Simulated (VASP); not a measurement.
Here is a VASP 6.6.1 calculation.

File POSCAR:

```
Mn3Sb
1.0
    4.0347720000      0.0000000000      0.0000000000
    0.0000000000      4.0347720000      0.0000000000
    0.0000000000      0.0000000000      4.0347720000
Mn Sb
3 1
Direct
    0.0000000000      0.5000000000      0.5000000000
    0.5000000000      0.0000000000      0.5000000000
    0.5000000000      0.5000000000      0.0000000000
    0.0000000000      0.0000000000      0.0000000000
```

The input INCAR.step1:

```
SYSTEM = Mn3Sb
  PREC = Accurate
  ENCUT = 520
  ISMEAR = -5
  SIGMA = 0.1
  LREAL = .FALSE.
  LASPH = .TRUE.
  NELM = 100
  NBANDS = 30
  GGA = PE
  ALGO = Normal
  EDIFF = 1E-4
  LWAVE = .TRUE.
  LCHARG = .FALSE.
```

INCAR.step2

```
SYSTEM = Mn3Sb
  PREC = Accurate
  ENCUT = 520
  EDIFF = 1E-6
  ISMEAR = -5
  SIGMA = 0.1
  LREAL = .FALSE.
  LASPH = .TRUE.
  NELM = 100
  ALGO = Normal
  ISIF = 2
  LWAVE = .FALSE.
  LCHARG = .FALSE.
  METAGGA = R2SCAN
  LMIXTAU = .TRUE.
  NBANDS = 30
  ISTART = 1
```

KPOINTS

```
Automatic mesh
0
G
  5 5 5
  0 0 0
```

Potentials or basis: VASP PAW PBE potentials, release 64 (Mn_pv, Sb).

Command:

```sh
$ cat potpaw_PBE.64/Mn_pv/POTCAR potpaw_PBE.64/Sb/POTCAR > POTCAR
$ cp INCAR.step1 INCAR
$ mpirun -np 1 vasp_std > vasp.out
$ cp INCAR.step2 INCAR
$ mpirun -np 1 vasp_std > vasp.out
```

Estimate the band gap on the k mesh.

zero (bands 22 and 23 overlap by 0.21 eV).

Predict the pressure.

-31.0 GPa.

Caveat: the cell stands under tension; the PAW data sets were made with another functional, which shifts forces and pressure a little; spin-orbit coupling is left out, which moves the levels of the heavy elements; the run has no spin polarisation, though such a crystal can be magnetic; tetrahedron occupations give inexact forces and stress in metals. Spin polarisation is off, so any magnetic state and its effect on volume and gap are missing.
